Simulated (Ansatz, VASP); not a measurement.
# TiO2 in VASP and in Ansatz

```xyz
6
Lattice="4.5912 0.0000 0.0000 0.0000 4.5912 0.0000 0.0000 0.0000 2.9390" Properties=species:S:1:pos:R:3 pbc="T T T"
Ti    2.2956    2.2956    0.0000
Ti    0.0000    0.0000    1.4695
O     3.1935    3.1935    1.4695
O     3.6934    0.8979    0.0000
O     0.8979    3.6934    0.0000
O     1.3978    1.3978    1.4695
```

Alike in both runs: functional PBEsol; k mesh 6 × 6 × 10; occupations gaussian, width 0.02 eV; no spin polarisation.

Ansatz relaxed the structure, and its values are those at the end. VASP's run is a single point on that final structure, the one shown.

|  | VASP | Ansatz |
| --- | --- | --- |
| version | VASP 6.6.1 | Ansatz 0.2.0 |
| potentials or method | VASP PAW PBE potentials, release 64 (Ti_sv, O), cutoff 520 eV | scalar-relativistic, plane waves, PAW |
| valence electrons in the cell | 48 | 48 |

|  | VASP | Ansatz | Ansatz less VASP |
| --- | --- | --- | --- |
| gap on the k mesh at the Fermi level (eV) | 1.84 | 1.87 | +0.028 |
| least direct gap on the mesh (eV) | 1.84 | 1.87 | +0.028 |
| pressure (GPa) | 0.7 | 0.0 | -0.67 |
| rms of the force components (eV/Å) | 0.012 | 0.000 | -0.0117 |

VASP's potentials were made for PBE, not for PBEsol.
